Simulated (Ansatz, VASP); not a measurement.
**One calculation of ZnS, two programs**

```xyz
4
Lattice="3.8455 0.0000 0.0000 -1.9227 3.3303 0.0000 0.0000 0.0000 6.3053" Properties=species:S:1:pos:R:3 pbc="T T T"
Zn    0.0530    2.1672    0.0329
Zn    1.9758    1.0571    3.1856
S     0.0000    2.2202    2.3946
S     1.9227    1.1101    5.5473
```

Change from the starting cell: all Zn atoms moved +0.075 Å, as atom 1 along Cartesian [1 -1 0].

Alike in both runs: task single point; functional PBE; k mesh 12 × 12 × 4; occupations gaussian, width 0.05 eV; no spin polarisation.

|  | VASP | Ansatz |
| --- | --- | --- |
| version | VASP 6.6.1 | Ansatz 0.2.0 |
| potentials or method | VASP PAW PBE potentials, release 64 (Zn, S), cutoff 520 eV | scalar-relativistic, plane waves, PAW |
| valence electrons in the cell | 36 | 36 |

VASP gave:

* gap on the k mesh at the Fermi level (eV): 2.07
* least direct gap on the mesh (eV): 2.07
* pressure (GPa): 0.3
* traceless stress, the component that is largest in VASP (GPa): -0.67
* rms of the force components (eV/Å): 0.243

Task: Estimate Ansatz's values.

Result: gap on the k mesh at the Fermi level (eV): 2.06; least direct gap on the mesh (eV): 2.06; pressure (GPa): 0.2; traceless stress, the component that is largest in VASP (GPa): -0.66; rms of the force components (eV/Å): 0.241.

Atom by atom the forces differ by 0.002 eV/Å (rms over components).
